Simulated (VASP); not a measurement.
**CO2: electric field gradients with PBE**

Crystal: CO2.

```xyz
12
Lattice="5.0693 0.0000 0.0000 0.0000 5.0693 0.0000 0.0000 0.0000 7.2320" Properties=species:S:1:pos:R:3 pbc="T T T"
C     5.0125    0.0568    5.4240
C     0.0568    5.0125    1.8080
C     2.5915    2.5915    3.6160
C     2.4778    2.4778    0.0000
O     3.4217    1.7621    3.5630
O     1.6476    3.3072    7.1790
O     4.2968    4.1823    1.7550
O     0.7725    0.8871    5.3710
O     3.3072    1.6476    0.0530
O     1.7621    3.4217    3.6690
O     4.1823    4.2968    5.4770
O     0.8871    0.7725    1.8610
```

```json
{"Program": "VASP 6.6.1", "Task": "electric field gradients", "Functional": "PBE", "Potentials or basis": "VASP PAW PBE potentials, release 64 (C, O)", "Cutoff": "520 eV", "k mesh": "5 × 5 × 4", "Occupations": "fermi-dirac, width 0.02 eV", "Spin": "no spin polarisation", "Dipole correction": "no", "Further INCAR settings": "ALGO = Normal; EDIFF = 1e-08; NBANDS = 44"}
```

The pressure is 0.9 GPa and the largest force is 0.039 eV/Å. The band gap on the k mesh is 6.43 eV, direct.

Forces in eV/Å, atoms in the order of the input:
```
C    0.011 -0.011  0.000
C   -0.011  0.011  0.000
C   -0.011 -0.011  0.000
C    0.011  0.011  0.000
O   -0.029 -0.003  0.026
O    0.029  0.003  0.026
O   -0.003  0.029  0.026
O    0.003 -0.029  0.026
O    0.003  0.029 -0.026
O   -0.003 -0.029 -0.026
O    0.029 -0.003 -0.026
O   -0.029  0.003 -0.026
```

Stress tensor (GPa, compression positive):
```
0.69 0.00 0.00
0.00 0.69 0.00
0.00 0.00 1.32
```

Levels at points of the mesh, in eV from the valence-band top:
| k point | band 29 | band 30 | band 31 | band 32 | band 33 | band 34 | band 35 | band 36 |
| --- | --- | --- | --- | --- | --- | --- | --- | --- |
| (0.00, 0.00, 0.00) | -0.51 | -0.24 | -0.24 | 0.00 | 6.43 | 7.65 | 7.65 | 8.03 |
| (0.00, 0.00, 0.50) | -0.41 | -0.41 | -0.13 | -0.13 | 7.38 | 7.38 | 7.86 | 7.86 |

Electric field gradients, principal values (V/Å²):
| atom | least | middle | greatest (by size) |
| --- | --- | --- | --- |
| 1 C | 23.976 | 25.047 | -49.023 |
| 2 C | 23.976 | 25.047 | -49.023 |
| 3 C | 23.976 | 25.047 | -49.023 |
| 4 C | 23.976 | 25.047 | -49.023 |
| 5 O | -32.812 | -38.904 | 71.716 |
| 6 O | -32.812 | -38.904 | 71.716 |
| 7 O | -32.812 | -38.904 | 71.716 |
| 8 O | -32.812 | -38.904 | 71.716 |
| 9 O | -32.812 | -38.904 | 71.716 |
| 10 O | -32.812 | -38.904 | 71.716 |
| 11 O | -32.812 | -38.904 | 71.716 |
| 12 O | -32.812 | -38.904 | 71.716 |

It took 81 s on 1 thread of Intel(R) Xeon(R) 6975P-C (Granite Rapids) (shared host), peak memory 0.32 GiB.

Caveat: without QUAD_EFG the Cq values of the log hold for a quadrupole moment of 1 mb, not for the nuclei. A k mesh can miss the band edges.
